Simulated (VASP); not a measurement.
# Tc (Fm-3m) in VASP: a series of runs, part 2 of 2

VASP 6.6.1. Earlier steps stand in the parts before.

### Step 3. Single point, revPBE

The input, INCAR:

```
PREC = Accurate ; ENCUT = 520
EDIFF = 1E-7 ; ISMEAR = -5
SIGMA = 0.1 ; LREAL = F
LASPH = T ; NELM = 100
ALGO = Fast ; ISIF = 2
LWAVE = F ; LCHARG = F
GGA = RE ; NBANDS = 12
```

The input, KPOINTS:

```
regular mesh
0
Gamma
  12 12 12
```

The input, POSCAR:

```
Tc
1.0
    0.0000000000      1.9500000000      1.9500000000
    1.9500000000      0.0000000000      1.9500000000
    1.9500000000      1.9500000000      0.0000000000
Tc
1
Direct
    0.0000000000      0.0000000000      0.0000000000
```

Potentials or basis: VASP PAW PBE potentials, release 64 (Tc_pv).

Started as:

```
cat potpaw_PBE.64/Tc_pv/POTCAR > POTCAR
mpirun -np 1 vasp_std > vasp.out
```

Run time: 10 s. Hardware: 1 thread of Intel Xeon Platinum 8488C (Sapphire Rapids), shared host; peak memory 0.14 GiB.

Results (log left out):

* Free energy: -9.7899 eV
* Pressure: -3.9 GPa

Levels at points of the mesh, in eV from the Fermi level:
```csv
k point,band 2,band 3,band 4,band 5,band 6,band 7,band 8,band 9,band 10,band 11
"(0.00, 0.00, 0.00)",-38.42,-38.42,-7.33,-1.72,-1.72,-1.72,0.78,0.78,14.02,19.47
"(0.50, 0.00, 0.00)",-38.57,-38.57,-5.34,-1.87,-1.87,1.20,2.71,2.71,10.37,13.66
"(0.50, 0.50, 0.00)",-38.83,-38.83,-5.67,-5.10,2.66,3.25,3.25,3.75,12.86,12.86
```

Caveat: the PAW data sets were made with another functional, which shifts forces and pressure a little; tetrahedron occupations give inexact forces and stress in metals.

### Step 4. Relaxation of cell and atoms, r2SCAN, target pressure 2 GPa, at which the enthalpy is minimised

POSCAR is that of step 3.

The input, INCAR.step1:

```
SYSTEM = Tc
ALGO     = Normal         ! electronic algorithm
EDIFF    = 1E-4           ! SCF threshold, eV
ENCUT    = 600            ! plane-wave cutoff, eV
GGA      = PE             ! functional
ISMEAR   = -1             ! smearing method
LASPH    = .True.         ! aspherical terms in the spheres
LCHARG   = .False.        ! write CHGCAR
LREAL    = .False.        ! projectors in reciprocal space
LWAVE    = .True.         ! write WAVECAR
NELM     = 100            ! most SCF steps
PREC     = Accurate       ! precision mode
SIGMA    = 0.05           ! smearing width, eV
```

The input, INCAR.step2:

```
SYSTEM = Tc
ALGO     = Normal         ! electronic algorithm
EDIFF    = 1E-6           ! SCF threshold, eV
EDIFFG   = -0.01          ! ionic threshold
ENCUT    = 600            ! plane-wave cutoff, eV
IBRION   = 2              ! ionic algorithm
ISIF     = 3              ! what is computed and relaxed
ISMEAR   = -1             ! smearing method
ISTART   = 1            
LASPH    = .True.         ! aspherical terms in the spheres
LCHARG   = .False.        ! write CHGCAR
LMIXTAU  = .True.       
LREAL    = .False.        ! projectors in reciprocal space
LWAVE    = .False.        ! write WAVECAR
METAGGA  = R2SCAN         ! meta-GGA
NELM     = 100            ! most SCF steps
NSW      = 60             ! ionic steps
PREC     = Accurate       ! precision mode
PSTRESS  = 20.0         
SIGMA    = 0.05           ! smearing width, eV
```

The input, KPOINTS:

```
k-points
0
Gamma
  12 12 12
  0 0 0
```

Started as:

```
cat potpaw_PBE.64/Tc_pv/POTCAR > POTCAR
cp INCAR.step1 INCAR
mpirun -np 1 vasp_std > vasp.out
cp INCAR.step2 INCAR
mpirun -np 1 vasp_std > vasp.out
```

Wall time 1.9 min (1 thread of Intel Xeon Platinum 8259CL at 2.50GHz (Skylake/Cascade Lake), shared host); peak memory 0.16 GiB.

It converged, with:

```yaml
Free_energy: -25.9026 eV
Relaxed_volume: 14.23 Å³/atom
Relaxed_cell: a = 2.720 Å, b = 2.720 Å, c = 2.720 Å, α = 60.00°, β = 60.00°, γ = 60.00°
Space_group_after_relaxing_to_0.05_Å: Fm-3m (No. 225)
Energy_change_on_relaxing_the_enthalpy_is_what_falls: -17.0 meV/atom
Ionic_steps: 4
Pressure_after_relaxing: 1.9 GPa
```

Step by step:
| step | energy change (eV) | largest force (eV/Å) | pressure (GPa) | volume (Å³) |
| --- | --- | --- | --- | --- |
| 1 | 0.0000 | 0.0000 | -10.46 | 14.83 |
| 2 | 0.2766 | 0.0000 | 58.43 | 12.49 |
| 3 | -0.0172 | 0.0000 | 1.29 | 14.26 |
| 4 | -0.0170 | 0.0000 | 1.89 | 14.23 |

Final structure:
```
Tc
1.0
     0.00000    1.92333    1.92333
     1.92333    0.00000    1.92333
     1.92333    1.92333    0.00000
Tc
1
Direct
  0.00000 0.00000 0.00000
```

Levels at points of the mesh, in eV from the Fermi level:
```csv
k point,band 5,band 6,band 7,band 8,band 9,band 10
"(0.00, 0.00, 0.00)",-1.99,-1.99,-1.99,0.87,0.87,14.53
"(0.50, 0.00, 0.00)",-2.12,-2.12,1.16,2.97,2.97,11.42
"(0.50, 0.50, 0.00)",-5.79,2.96,3.54,3.54,3.96,13.75
```

Caveat: the cell is relaxed towards a set pressure, so the enthalpy falls and the energy may rise; the PAW data sets were made with another functional, which shifts forces and pressure a little.

### Step 5. Relaxation of cell and atoms, r2SCAN, target pressure 5 GPa, at which the enthalpy is minimised

POSCAR is that of step 4.

The input, INCAR.step1:

```
SYSTEM = Tc
  PREC = Accurate
  ENCUT = 600
  ISMEAR = -1
  SIGMA = 0.05
  LREAL = .False.
  LASPH = .True.
  NELM = 80
  GGA = PE
  ALGO = Normal
  EDIFF = 1E-4
  LWAVE = .True.
  LCHARG = .False.
```

The input, INCAR.step2:

```
SYSTEM = Tc
  PREC = Accurate
  ENCUT = 600
  EDIFF = 1E-7
  ISMEAR = -1
  SIGMA = 0.05
  LREAL = .False.
  LASPH = .True.
  NELM = 80
  ALGO = Normal
  ISIF = 3
  LWAVE = .False.
  LCHARG = .False.
  METAGGA = R2SCAN
  LMIXTAU = .True.
  IBRION = 2
  NSW = 60
  EDIFFG = -0.01
  PSTRESS = 50.0
  ISTART = 1
```

The input, KPOINTS:

```
regular mesh
0
Gamma
  12 12 12
  0 0 0
```

Started as:

```
cat potpaw_PBE.64/Tc_pv/POTCAR > POTCAR
cp INCAR.step1 INCAR
mpirun -np 1 vasp_std > vasp.out
cp INCAR.step2 INCAR
mpirun -np 1 vasp_std > vasp.out
```

It took 3.5 min on 1 thread of Intel Xeon Platinum 8259CL at 2.50GHz (Skylake/Cascade Lake), shared host; peak memory 0.16 GiB.

It converged, with:

| Property | Result |
| --- | --- |
| Free energy | -25.8997 eV |
| Relaxed volume | 14.10 Å³/atom |
| Relaxed cell | a = 2.712 Å, b = 2.712 Å, c = 2.712 Å, α = 60.00°, β = 60.00°, γ = 60.00° |
| Space group after relaxing (to 0.05 Å) | Fm-3m (No. 225) |
| Energy change on relaxing (the enthalpy is what falls) | -14.2 meV/atom |
| Ionic steps | 7 |
| Pressure after relaxing | 5.0 GPa |

The path:
```
step  energy change (eV)  largest force (eV/Å)  pressure (GPa)  volume (Å³)
   1              0.0000                0.0000          -10.46        14.83
   2              0.5088                0.0000           84.28        11.97
   3             -0.0155                0.0000            3.84        14.15
   4             -0.0145                0.0000            4.78        14.11
   5             -0.0140                0.0000            5.12        14.09
   6             -0.0146                0.0000            4.68        14.11
   7             -0.0142                0.0000            5.02        14.10
```

Final structure:
```xyz
1
Lattice="0.0000 1.9173 1.9173 1.9173 0.0000 1.9173 1.9173 1.9173 0.0000" Properties=species:S:1:pos:R:3 pbc="T T T"
Tc    0.0000    0.0000    0.0000
```

Levels at points of the mesh, in eV from the Fermi level:
| k point | band 5 | band 6 | band 7 | band 8 | band 9 | band 10 |
| --- | --- | --- | --- | --- | --- | --- |
| (0.00, 0.00, 0.00) | -2.02 | -2.02 | -2.02 | 0.88 | 0.88 | 14.52 |
| (0.50, 0.00, 0.00) | -2.15 | -2.15 | 1.19 | 3.01 | 3.01 | 11.56 |
| (0.50, 0.50, 0.00) | -5.87 | 3.00 | 3.59 | 3.59 | 4.01 | 13.83 |

Caveat: the cell is relaxed towards a set pressure, so the enthalpy falls and the energy may rise; the PAW data sets were made with another functional, which shifts forces and pressure a little.

### Step 6. Relaxation of cell and atoms, r2SCAN, target pressure 10 GPa, at which the enthalpy is minimised

POSCAR is that of step 5.

The input, INCAR.step1:

```
SYSTEM = Tc
PREC = Accurate
ENCUT = 600
ISMEAR = -1
SIGMA = 0.05
LREAL = .False.
LASPH = .True.
NELM = 60
GGA = PE
ALGO = Normal
EDIFF = 1E-4
LWAVE = .True.
LCHARG = .False.
```

The input, INCAR.step2:

```
SYSTEM = Tc
PREC = Accurate
ENCUT = 600
EDIFF = 1E-6
ISMEAR = -1
SIGMA = 0.05
LREAL = .False.
LASPH = .True.
NELM = 60
ALGO = Normal
ISIF = 3
LWAVE = .False.
LCHARG = .False.
METAGGA = R2SCAN
LMIXTAU = .True.
IBRION = 2
NSW = 60
EDIFFG = -0.01
PSTRESS = 100.0
ISTART = 1
```

The input, KPOINTS:

```
Automatic mesh
0
Gamma
  12 12 12
  0 0 0
```

Potentials or basis: VASP PAW PBE potentials, release 64 (Tc_pv).

Started as:

```
cat potpaw_PBE.64/Tc_pv/POTCAR > POTCAR
cp INCAR.step1 INCAR
mpirun -np 1 vasp_std > vasp.out
cp INCAR.step2 INCAR
mpirun -np 1 vasp_std > vasp.out
```

Wall time 2.6 min (1 thread of Intel Xeon Platinum 8259CL at 2.50GHz (Skylake/Cascade Lake), shared host); peak memory 0.16 GiB.

Results (log left out):

| Quantity | Value |
| --- | --- |
| Free energy | -25.8905 eV |
| Relaxed volume | 13.90 Å³/atom |
| Relaxed cell | a = 2.699 Å, b = 2.699 Å, c = 2.699 Å, α = 60.00°, β = 60.00°, γ = 60.00° |
| Space group after relaxing (to 0.05 Å) | Fm-3m (No. 225) |
| Energy change on relaxing (the enthalpy is what falls) | -4.9 meV/atom |
| Ionic steps | 5 |
| Pressure after relaxing | 10.0 GPa |

The path:
```
step  energy change (eV)  largest force (eV/Å)  pressure (GPa)  volume (Å³)
   1              0.0000                0.0000          -10.46        14.83
   2              1.0842                0.0000          138.23        11.13
   3             -0.0097                0.0000            7.77        13.99
   4             -0.0062                0.0000            9.45        13.92
   5             -0.0049                0.0000           10.00        13.90
```

Final structure:
```
Tc
1.0
     0.00000    1.90828    1.90828
     1.90828    0.00000    1.90828
     1.90828    1.90828    0.00000
Tc
1
Cartesian
  0.0000 0.0000 0.0000
```

Levels at points of the mesh, in eV from the Fermi level:
```
           k point  band 4  band 5  band 6  band 7  band 8  band 9  band 10
(0.00, 0.00, 0.00)   -8.14   -2.06   -2.06   -2.06    0.90    0.90    14.51
(0.50, 0.00, 0.00)   -6.16   -2.20   -2.20    1.23    3.07    3.07    11.77
(0.50, 0.50, 0.00)   -6.57   -5.99    3.06    3.67    3.67    4.09    13.94
```

Caveat: the cell is relaxed towards a set pressure, so the enthalpy falls and the energy may rise; the PAW data sets were made with another functional, which shifts forces and pressure a little.

### Step 7. Overview

| task | level | cell | cutoff (eV) | smearing | gap on the mesh (eV) | pressure (GPa) |
| --- | --- | --- | --- | --- | --- | --- |
| single point | PBE | as given | 520 | gaussian 0.05 eV | none | -6.9 |
| single point | revPBE | as given | 520 | tetrahedron | none | -3.9 |
| relaxation of cell and atoms | r2SCAN | relaxed to 2 GPa | 600 | fermi-dirac 0.05 eV | none | 1.9 |
| relaxation of cell and atoms | r2SCAN | relaxed to 5 GPa | 600 | fermi-dirac 0.05 eV | none | 5.0 |
| relaxation of cell and atoms | r2SCAN | relaxed to 10 GPa | 600 | fermi-dirac 0.05 eV | none | 10.0 |

Alike in all rows: potentials or basis VASP PAW PBE potentials, release 64 (Tc_pv); no spin polarisation; k mesh 12 × 12 × 12.

Caveats: the PAW data sets were made with another functional, which shifts forces and pressure a little (some runs); the cell is relaxed towards a set pressure, so the enthalpy falls and the energy may rise (some runs); tetrahedron occupations give inexact forces and stress in metals (some runs).

Absolute energies hang on the potentials; compare differences alone.
